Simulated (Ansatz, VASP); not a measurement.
# One calculation of HfGe3W2, two programs

File INCAR:

```
PREC     = Accurate       # precision mode
ENCUT    = 600            # plane-wave cutoff, eV
EDIFF    = 1E-6           # SCF threshold, eV
ISMEAR   = 0              # smearing method
SIGMA    = 0.1            # smearing width, eV
LREAL    = F              # projectors in reciprocal space
LASPH    = T              # aspherical terms in the spheres
NELM     = 100            # most SCF steps
ALGO     = Fast           # electronic algorithm
ISIF     = 3              # what is computed and relaxed
LWAVE    = F              # write WAVECAR
LCHARG   = F              # write CHGCAR
GGA      = PE             # functional
IBRION   = 2              # ionic algorithm
NSW      = 100            # ionic steps
EDIFFG   = -0.01          # ionic threshold
```

File KPOINTS:

```
Automatic mesh
0
Gamma
  12 12 10
```

File POSCAR:

```
HfGe3W2
1.0
    5.3524610705      0.0000000000      0.0000000000
   -2.6762305352      4.6353672598      0.0000000000
    0.0000000000      0.0000000000      4.2310845969
Hf Ge W
1 3 2
Direct
    0.0000000000      0.0000000000      0.0000000000
    0.5000000000      0.0000000000      0.5000000000
    0.5000000000      0.5000000000      0.5000000000
    0.0000000000      0.5000000000      0.5000000000
    0.3333333333      0.6666666667      0.0000000000
    0.6666666667      0.3333333333      0.0000000000
```

Input for Ansatz:

```yaml
crystal:
  lattice:
    - [5.3524610705, 0.0, 0.0]
    - [-2.6762305352, 4.6353672598, 0.0]
    - [0.0, 0.0, 4.2310845969]
  atoms:
    - { symbol: Hf, position: [0.0, 0.0, 0.0] }
    - { symbol: Ge, position: [0.5, 0.0, 0.5] }
    - { symbol: Ge, position: [0.5, 0.5, 0.5] }
    - { symbol: Ge, position: [0.0, 0.5, 0.5] }
    - { symbol: W, position: [0.3333333333, 0.6666666667, 0.0] }
    - { symbol: W, position: [0.6666666667, 0.3333333333, 0.0] }
basis:
  ecutwfc: 420
kpoints:
  mp_grid: { grid: [12, 12, 10] }
hamiltonian:
  xc: pbe
scf:
  occupations: { method: gaussian, width: 0.1 }
output:
  forces: true
  stress: true
  eigenvalues: true
  write_density: true
  write_potential: true
  elf: true
  volumetric_format: npy
relax:
  adjacent_minimum: "off"
  f_tol: 0.01
  max_steps: 80
  cell: { stress_tol: 0.05 }
```

Change from the starting cell: species swapped into the HfCo3B2 type (P6/mmm, No. 191).

Alike in both runs: task relaxation of cell and atoms; functional PBE; k mesh 12 × 12 × 10; occupations gaussian, width 0.1 eV; no spin polarisation.

|  | VASP | Ansatz |
| --- | --- | --- |
| version | VASP 6.6.1 | Ansatz 0.2.0 |
| potentials or method | VASP PAW PBE potentials, release 64 (Hf_pv, Ge_d, W_sv), cutoff 600 eV | scalar-relativistic, plane waves, PAW |
| valence electrons in the cell | 80 | 96 |

VASP gave:

* gap on the k mesh at the Fermi level, each at its own relaxed structure (eV): none
* relaxed volume (Å³/atom): 17.49
* relaxed length of the cell vector where the two differ most in proportion (Å): 4.251

Estimate Ansatz's values.

gap on the k mesh at the Fermi level, each at its own relaxed structure (eV): none; relaxed volume (Å³/atom): 17.49; relaxed length of the cell vector where the two differ most in proportion (Å): 4.247.

A gap of «none» marks a metal or a gap that the smearing closes. VASP's potentials hold 80 valence electrons a cell and Ansatz's 96, so a difference there can come from the potentials and not from the codes.

Neither program's run includes spin-orbit coupling.
